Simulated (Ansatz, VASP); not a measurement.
**La2O3 in VASP and in Ansatz**

```
La O
1.0
     3.93529    0.00000    0.00000
    -1.96764    3.40806    0.00000
     0.00000    0.00000    6.12636
La O
2 3
Cartesian
  1.9676 1.1360 4.6184
  0.0000 2.2720 1.5079
  1.9676 1.1360 2.1680
  0.0000 2.2720 3.9583
  0.0000 0.0000 0.0000
```

Alike in both runs: functional r2SCAN; k mesh 6 × 6 × 4; occupations gaussian, width 0.02 eV; no spin polarisation.

Ansatz relaxed the structure, and its values are those at the end. VASP's run is a single point on that final structure, the one shown.

|  | VASP | Ansatz |
| --- | --- | --- |
| version | VASP 6.6.1 | Ansatz 0.2.0 |
| potentials or method | VASP PAW PBE potentials, release 64 (La, O), cutoff 520 eV | scalar-relativistic, plane waves, PAW |
| valence electrons in the cell | 40 | 40 |

Ansatz gave:

- gap on the k mesh at the Fermi level (eV): 4.23
- least direct gap on the mesh (eV): 4.35
- pressure (GPa): 0.0
- rms of the force components (eV/Å): 0.000

Question: What did VASP give for the same quantities?

Answer: gap on the k mesh at the Fermi level (eV): 4.24; least direct gap on the mesh (eV): 4.36; pressure (GPa): -0.5; rms of the force components (eV/Å): 0.010.

VASP's potentials were made for PBE, not for r2SCAN.

Spin-orbit coupling is off throughout.
